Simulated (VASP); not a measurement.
# Ge (a cell with a defect) in VASP: single point with PBE

Aim: the single point of Ge (a cell with a defect) with PBE.

All numbers are computed with VASP 6.6.1; they aren't measurements. Logs are shortened: lines on timing, memory, paths and dates and some standing lists are left out, and cuts for length are marked.

### Step 1. The cell of the first run

The cell holds a defect, 17 atoms: a = 8.004 Å, b = 8.004 Å, c = 8.004 Å, α = 60.00°, β = 60.00°, γ = 60.00°.

### Step 2. Single point, PBE

Contents of INCAR:

```
SYSTEM = Ge
  PREC = Accurate
  ENCUT = 520
  EDIFF = 1E-7
  ISMEAR = -1
  SIGMA = 0.05
  LREAL = Auto
  LASPH = .True.
  NELM = 100
  ALGO = Normal
  ISIF = 2
  LWAVE = .False.
  LCHARG = .False.
  GGA = PE
  NBANDS = 133
```

Contents of KPOINTS:

```
regular mesh
0
Gamma
  2 2 2
  0 0 0
```

Contents of POSCAR:

```
Ge
1.0
    0.0000000000      5.6600000000      5.6600000000
    5.6600000000      0.0000000000      5.6600000000
    5.6600000000      5.6600000000      0.0000000000
Ge
17
Direct
   -0.0494434629     -0.0743904594      0.1345141343
    0.0979063604      0.0913692580      0.1809098940
    0.0232685512     -0.0283568905      0.5610247350
   -0.0179151943      0.1535159011      0.7774911661
    0.0599734982      0.4300441696      0.0107862191
    0.1622173145      0.5646731449      0.1234363958
   -0.0491696113      0.4908127208      0.5285159011
    0.2019787986      0.5986219081      0.6116431095
    0.4737014134      0.0284540636     -0.0071819788
    0.5642491166      0.0873409894      0.1959452297
    0.3512014134      0.1317491166      0.5490459364
    0.6464840989      0.1958833922      0.5815017668
    0.5399028269      0.4562455830     -0.0036484099
    0.7426678445      0.6842756184     -0.0792932862
    0.5662367491      0.5609717314      0.3990636042
    0.4873056537      0.7354858657      0.5938957597
    0.7622703180      0.8539310954      0.5310159011
```

Potentials or basis: VASP PAW PBE potentials, release 64 (Ge_d).

On the command line:

```console
$ cat potpaw_PBE.64/Ge_d/POTCAR > POTCAR
$ mpirun -np 1 vasp_std > vasp.out
```

OUTCAR:

```text
SYSTEM = Ge
   PREC = Accurate
   ENCUT = 520
   EDIFF = 1E-7
   ISMEAR = -1
   LREAL = Auto
   LASPH = .True.
   NELM = 100
   ISIF = 2
   GGA = PE

 ion  position               nearest neighbor table
   1  0.951  0.926  0.135-   2 2.41   4 2.47   6 2.54  10 2.57  17 2.63
   2  0.098  0.091  0.181-   5 2.28   1 2.41   9 2.51   3 2.52
   3  0.023  0.972  0.561-   8 2.49   2 2.52   4 2.59  12 2.59  17 2.83
   4  0.982  0.154  0.777-   7 2.40   1 2.47  11 2.55   3 2.59
   5  0.060  0.430  0.011-   2 2.28   6 2.29  14 2.51   8 2.63
   6  0.162  0.565  0.123-   5 2.29  13 2.47   1 2.54   7 2.71
   7  0.951  0.491  0.529-   4 2.40  17 2.52   6 2.71
   8  0.202  0.599  0.612-  15 2.48   3 2.49   5 2.63  16 2.91
   9  0.474  0.028  0.993-  10 2.38   2 2.51  14 2.64  12 2.73
  10  0.564  0.087  0.196-   9 2.38  13 2.52   1 2.57  11 2.57
  11  0.351  0.132  0.549-   4 2.55  10 2.57  16 2.68  12 2.81  17 2.88
  12  0.646  0.196  0.582-  15 2.42  17 2.59   3 2.59   9 2.73  11 2.81
  13  0.540  0.456  0.996-   6 2.47  10 2.52  14 2.68
  14  0.743  0.684  0.921-   5 2.51   9 2.64  17 2.66  13 2.68
  15  0.566  0.561  0.399-  16 2.26  12 2.42   8 2.48
  16  0.487  0.735  0.594-  15 2.26  17 2.55  11 2.68   8 2.91
  17  0.762  0.854  0.531-   7 2.52  16 2.55  12 2.59   1 2.63  14 2.66   3 2.83  11 2.88

  LATTYP: Found a face centered cubic cell.
 ALAT       =    11.3200000000

  Lattice vectors:

 A1 = (   0.0000000000,   5.6600000000,   5.6600000000)
 A2 = (   5.6600000000,   0.0000000000,   5.6600000000)
 A3 = (   5.6600000000,   5.6600000000,   0.0000000000)

Analysis of symmetry for initial positions (statically):
=====================================================================
 Subroutine PRICEL returns:
 Original cell was already a primitive cell.

 Routine SETGRP: Setting up the symmetry group for a
 face centered cubic supercell.

 Subroutine GETGRP returns: Found  1 space group operations
 (whereof  1 operations were pure point group operations)
 out of a pool of 48 trial point group operations.

The static configuration has the point symmetry C_1 .

Analysis of symmetry for dynamics (positions and initial velocities):
=====================================================================
 Subroutine PRICEL returns:
 Original cell was already a primitive cell.

 Routine SETGRP: Setting up the symmetry group for a
 face centered cubic supercell.

 Subroutine GETGRP returns: Found  1 space group operations
 (whereof  1 operations were pure point group operations)
 out of a pool of 48 trial point group operations.

The dynamic configuration has the point symmetry C_1 .

 Subroutine INISYM returns: Found  1 space group operations
 (whereof  1 operations are pure point group operations),
 and found     1 'primitive' translations

----------------------------------------------------------------------------------------

                                     Primitive cell

  volume of cell :     362.6430

  direct lattice vectors                    reciprocal lattice vectors
     0.000000000  5.660000000  5.660000000    -0.088339223  0.088339223  0.088339223
     5.660000000  0.000000000  5.660000000     0.088339223 -0.088339223  0.088339223
     5.660000000  5.660000000  0.000000000     0.088339223  0.088339223 -0.088339223

  length of vectors
     8.004448763  8.004448763  8.004448763     0.153008022  0.153008022  0.153008022

  position of ions in fractional coordinates (direct lattice)
     0.950556537  0.925609541  0.134514134
     0.097906360  0.091369258  0.180909894
     0.023268551  0.971643110  0.561024735
     0.982084806  0.153515901  0.777491166
     0.059973498  0.430044170  0.010786219
     0.162217314  0.564673145  0.123436396
[... 9 lines left out ...]
     0.487305654  0.735485866  0.593895760
     0.762270318  0.853931095  0.531015901

  ion indices of the primitive-cell ions
   primitive index   ion index
                 1           1
                 2           2
                 3           3
                 4           4
                 5           5
                 6           6
[... 9 lines left out ...]
                16          16
                17          17

----------------------------------------------------------------------------------------

 KPOINTS: regular mesh

Automatic generation of k-mesh.
 Grid dimensions read from file:
 generate k-points for:    2    2    2

 Generating k-lattice:

  Cartesian coordinates                     Fractional coordinates (reciprocal lattice)
    -0.044169611  0.044169611  0.044169611     0.500000000  0.000000000  0.000000000
     0.044169611 -0.044169611  0.044169611     0.000000000  0.500000000  0.000000000
     0.044169611  0.044169611 -0.044169611     0.000000000  0.000000000  0.500000000

  Length of vectors
     0.076504011  0.076504011  0.076504011

  Shift w.r.t. Gamma in fractional coordinates (k-lattice)
     0.000000000  0.000000000  0.000000000

 Subroutine IBZKPT returns following result:
 ===========================================

 Found      8 irreducible k-points:

 Following reciprocal coordinates:
            Coordinates               Weight
  0.000000  0.000000  0.000000      1.000000
  0.500000  0.000000  0.000000      1.000000
  0.000000  0.500000  0.000000      1.000000
  0.000000  0.000000  0.500000      1.000000
  0.500000  0.500000  0.500000      1.000000
  0.500000  0.500000  0.000000      1.000000
  0.000000  0.500000  0.500000      1.000000
  0.500000  0.000000  0.500000      1.000000
   k-points           NKPTS =      8   k-points in BZ     NKDIM =      8   number of bands    NBANDS=    133
   number of dos      NEDOS =    301   number of ions     NIONS =     17
   total plane-waves  NPLWV = 216000
   dimension x,y,z NGX =    60 NGY =   60 NGZ =   60
   dimension x,y,z NGXF=   120 NGYF=  120 NGZF=  120
   ions per type =              17
   NGX,Y,Z   is equivalent  to a cutoff of  12.46, 12.46, 12.46 a.u.
   NGXF,Y,Z  is equivalent  to a cutoff of  24.92, 24.92, 24.92 a.u.
 SYSTEM =  Ge
   PREC   = accura    normal or accurate (medium, high low for compatibility)
   ISTART =      0    job   : 0-new  1-cont  2-samecut
   ICHARG =      2    charge: 1-file 2-atom 10-const
   ISPIN  =      1    spin polarized calculation?
   LNONCOLLINEAR =      F non collinear calculations
   LSORBIT =      F    spin-orbit coupling
   LASPH  =      T    aspherical Exc in radial PAW
   ENCUT  =  520.0 eV  38.22 Ry    6.18 a.u.  14.88 14.88 14.88*2*pi/ulx,y,z
   NELM   =    100;   NELMIN=  2; NELMDL= -5     # of ELM steps
   EDIFF  = 0.1E-06   stopping-criterion for ELM
   LREAL  =      T    real-space projection
   EDIFFG = 0.1E-05   stopping-criterion for IOM
   NSW    =      0    number of steps for IOM
   IBRION =     -1    ionic relax: 0-MD 1-quasi-New 2-CG
   NFREE  =      0    steps in history (QN), initial steepest desc. (CG)
   ISIF   =      2    stress and relaxation
   ISYM   =      2    0-nonsym 1-usesym 2-fastsym
   POTIM  = 0.5000    time-step for ionic-motion
   TEBEG  =    0.0;   TEEND  =   0.0 temperature during run
   PSTRESS=    0.0 pullay stress
   NELECT =     238.0000    total number of electrons
   NUPDOWN=      -1.0000    fix difference up-down
   EMIN   =  10.00;   EMAX   =-10.00  energy-range for DOS
   EFERMI =   0.00;   METHOD = LEGACY
   ISMEAR =    -1;   SIGMA  =   0.05  broadening in eV -4-tet -1-fermi 0-gaus
   EFERMI_NEDOS =   21; number of points for ismear=-14 and -15
   IALGO  =     38    algorithm
   IMIX   =      4    mixing-type and parameters
     AMIX     =   0.40;   BMIX     =  1.00
     AMIX_MAG =   1.60;   BMIX_MAG =  1.00
  volume/ion in A,a.u.               =      21.33       143.96
  Fermi-wavevector in a.u.,A,eV,Ry     =   1.422681  2.688476 27.538462  2.024020
  Thomas-Fermi vector in A             =   2.543359
   LORBIT       =      0    0 simple, 1 ext, 2 COOP (PROOUT), +10 PAW based schemes
   GGA     = PE    functional components
   LHFCALC =     F    Hartree Fock is set to
   AEXX    =    0.0000 exact exchange contribution
   IVDW    =     0    specifies the selected vdW correction
   LEPSILON=     F    determine dielectric tensor
   LRPA    =     F    only Hartree local field effects (RPA)
 non-spin polarized calculation
  energy-cutoff  :      520.00
  volume of cell :      362.64
 maximum number of plane-waves:      9841
 NGX is ok and might be reduce to    60
   NGX = 29   NGY = 29   NGZ = 29

 number of electron     237.9999995 magnetization

 Free energy of the ion-electron system (eV)
  ---------------------------------------------------
  ext. energy  EPLUGINS =         0.00000000
  ---------------------------------------------------
  free energy    TOTEN  =       -69.60822773 eV

  energy without entropy =      -69.54723334  energy(sigma->0) =      -69.57773053

 E-fermi :   5.1989     XC(G=0): -10.3895

 val. band max:        5.1654877866   @ k =   0.0000   0.0000   0.0000
 cond. band min:       5.2191552197   @ k =   0.0000   0.0000   0.5000
 fundamental gap:      0.0536674331
 Fermi energy:         5.1988859793

 k-point     1 :       0.0000    0.0000    0.0000
  band No.  band energies     occupation
      1     -19.5794      2.00000
      2     -19.5328      2.00000
      3     -19.5001      2.00000
      4     -19.4640      2.00000
      5     -19.4567      2.00000
      6     -19.4478      2.00000
[... 123 lines left out ...]
    130       7.2388      0.00000
    131       7.4638      0.00000

 k-point     2 :       0.5000    0.0000    0.0000
  band No.  band energies     occupation
      1     -19.5795      2.00000
      2     -19.5330      2.00000
      3     -19.5007      2.00000
      4     -19.4638      2.00000
      5     -19.4563      2.00000
      6     -19.4499      2.00000
[... 927 lines left out ...]
    130       8.5806      0.00000
    131       8.6858      0.00000
 [bands above 131 left out]

------------------------ aborting loop because EDIFF is reached ----------------------------------------

  FORCE on cell =-STRESS in cart. coord.  units (eV):
  Direction    XX          YY          ZZ          XY          YZ          ZX
  --------------------------------------------------------------------------------------
  -------------------------------------------------------------------------------------
  Total       14.6174644     12.3132671     14.2588287     -0.1458569      1.1189200      4.0250213
  in kB       64.5807877     54.4007130     62.9963150     -0.6444039      4.9434522     17.7827725
  external PRESSURE =      60.6592719 kB  Pullay stress =       0.0000000 kB

 VOLUME and BASIS-vectors are now :
 -----------------------------------------------------------------------------
  energy-cutoff  :      520.00
  volume of cell :      362.64
      direct lattice vectors                 reciprocal lattice vectors
     0.000000000  5.660000000  5.660000000    -0.088339223  0.088339223  0.088339223
     5.660000000  0.000000000  5.660000000     0.088339223 -0.088339223  0.088339223
     5.660000000  5.660000000  0.000000000     0.088339223  0.088339223 -0.088339223

 POSITION                                       TOTAL-FORCE (eV/Angst)
 -----------------------------------------------------------------------------------
      6.00030      6.14150     10.61910        -0.511917     -0.283029     -0.573178
      1.54110      1.57810      1.07130        -0.601312      1.573669     -0.321706
      8.67490      3.30710      5.63120         0.249017      0.269883      0.528459
      5.26950      9.95920      6.42750        -0.555423     -0.125684     -0.416309
      2.49510      0.40050      2.77350        -0.242109     -2.222817      0.883769
      3.89470      1.61680      4.11420         1.641267      1.098445      0.548834
[... 9 lines left out ...]
      7.52430      6.11960      6.92100         2.388434      1.039358     -0.177830
      7.83880      7.32000      9.14770         0.183994      0.839313     -0.374677
 -----------------------------------------------------------------------------------
    total drift:                                0.000556     -0.000175      0.001918

  FREE ENERGIE OF THE ION-ELECTRON SYSTEM (eV)
  ---------------------------------------------------
  free  energy   TOTEN  =       -69.6082277257 eV

  energy  without entropy=      -69.5472333410  energy(sigma->0) =      -69.57773053
```

Run time: 33 min. Hardware: 1 thread of Intel Xeon 8259CL, shared host; peak memory 0.61 GiB.

Results:

| Quantity | Value |
| --- | --- |
| Free energy | -69.6082 eV |
| Pressure | 6.1 GPa |
| Largest force | 2.611 eV/Å |
| Band gap on the k mesh | zero (bands 119 and 120 overlap by 0.07 eV) |

Forces in eV/Å, atoms in the order of the input:
```
Ge  -0.512 -0.283 -0.573
Ge  -0.601  1.574 -0.322
Ge   0.249  0.270  0.528
Ge  -0.555 -0.126 -0.416
Ge  -0.242 -2.223  0.884
Ge   1.641  1.098  0.549
Ge  -0.352 -0.394  0.921
Ge  -0.214 -0.078 -1.110
Ge  -1.110 -0.434  0.029
Ge   0.397  0.140  0.453
Ge  -0.079  0.239  0.552
Ge   0.657  0.244 -1.105
Ge   0.029 -0.182  0.731
Ge   0.452 -0.611 -0.883
Ge  -2.333 -1.114  0.314
Ge   2.388  1.039 -0.178
Ge   0.184  0.839 -0.375
```

Stress tensor (GPa, compression positive):
```
 6.46 -0.06  1.78
-0.06  5.44  0.49
 1.78  0.49  6.30
```

Levels at points of the mesh, in eV from the Fermi level:
```csv
k point,band 117,band 118,band 119,band 120,band 121,band 122
"(0.00, 0.00, 0.00)",-0.46,-0.28,-0.18,-0.03,0.20,0.38
"(0.50, 0.00, 0.00)",-0.72,-0.14,0.03,0.34,0.60,0.96
"(0.00, 0.50, 0.00)",-0.46,-0.36,-0.09,0.08,0.77,0.85
"(0.00, 0.00, 0.50)",-0.66,-0.61,-0.11,0.02,0.29,0.84
"(0.50, 0.50, 0.50)",-0.61,-0.50,-0.11,0.26,0.64,0.83
"(0.50, 0.50, 0.00)",-0.59,-0.31,-0.07,0.15,1.02,1.15
"(0.00, 0.50, 0.50)",-0.70,-0.54,-0.35,0.28,0.66,1.17
"(0.50, 0.00, 0.50)",-0.37,-0.23,-0.17,0.46,0.81,1.39
```

Caveat: the k points lie up to 0.48 Å⁻¹ apart.

The gap in the log of VASP goes by the Fermi energy; the results here count the filled bands.